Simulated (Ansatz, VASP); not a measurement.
One calculation of KBr, two programs

```
K Br
1.0
     0.00000    3.30225    3.30225
     3.30225    0.00000    3.30225
     3.30225    3.30225    0.00000
K Br
1 1
Direct
  0.00000 0.00000 0.00000
  0.50000 0.50000 0.50000
```

Alike in both runs: task single point; functional HSE06; k mesh 4 × 4 × 4; occupations methfessel-paxton of order 1, width 0.05 eV; no spin polarisation.

|  | VASP | Ansatz |
| --- | --- | --- |
| version | VASP 6.6.1 | Ansatz 0.2.0 |
| potentials or method | VASP PAW PBE potentials, release 64 (K_sv, Br) | plane waves |
| plane-wave cutoff (eV) | 520 | 420 |
| valence electrons in the cell | 16 | 16 |

VASP gave:

```
gap on the k mesh at the Fermi level (eV) : 5.59
pressure (GPa)                            : 0.5
```

Problem. What did Ansatz give for the same quantities?

Solution. gap on the k mesh at the Fermi level (eV): 5.60; pressure (GPa): 0.4.

Ansatz's warnings: stress exchange threshold loose, stress scf threshold loose.
